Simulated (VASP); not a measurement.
ZnRe:

```
CELL_PARAMETERS angstrom
3.10090 0.00000 0.00000
0.00000 3.10090 0.00000
0.00000 0.00000 3.10090
ATOMIC_POSITIONS crystal
Zn 0.00000 0.00000 0.00000
Re 0.50000 0.50000 0.50000
```

| Property | Result |
| --- | --- |
| Program | VASP 6.6.1 |
| Task | relaxation of cell and atoms |
| Functional | PBE |
| Potentials or basis | VASP PAW PBE potentials, release 64 (Zn, Re) |
| Cutoff | 600 eV |
| k mesh | 6 × 6 × 6 |
| Occupations | gaussian, width 0.1 eV |
| Spin | no spin polarisation |

At the start: pressure -10.4 GPa; volume 14.91 Å³/atom.

Task: How do energy, volume and symmetry change on relaxing?

Result: Over 3 steps the energy falls by 26.4 meV/atom and the volume is 14.16 Å³/atom (-5.1 %); space group Pm-3m (No. 221, to 0.05 Å).

The path:
```
step  energy change (eV)  largest force (eV/Å)  pressure (GPa)  volume (Å³)
   1              0.0000                0.0000          -10.41        29.82
   2              0.1210                0.0000           24.91        25.83
   3             -0.0528                0.0000           -0.34        28.31
```

Final structure:
```xyz
2
Lattice="3.0478 0.0000 0.0000 0.0000 3.0478 0.0000 0.0000 0.0000 3.0478" Properties=species:S:1:pos:R:3 pbc="T T T"
Zn    0.0000    0.0000    0.0000
Re    1.5239    1.5239    1.5239
```
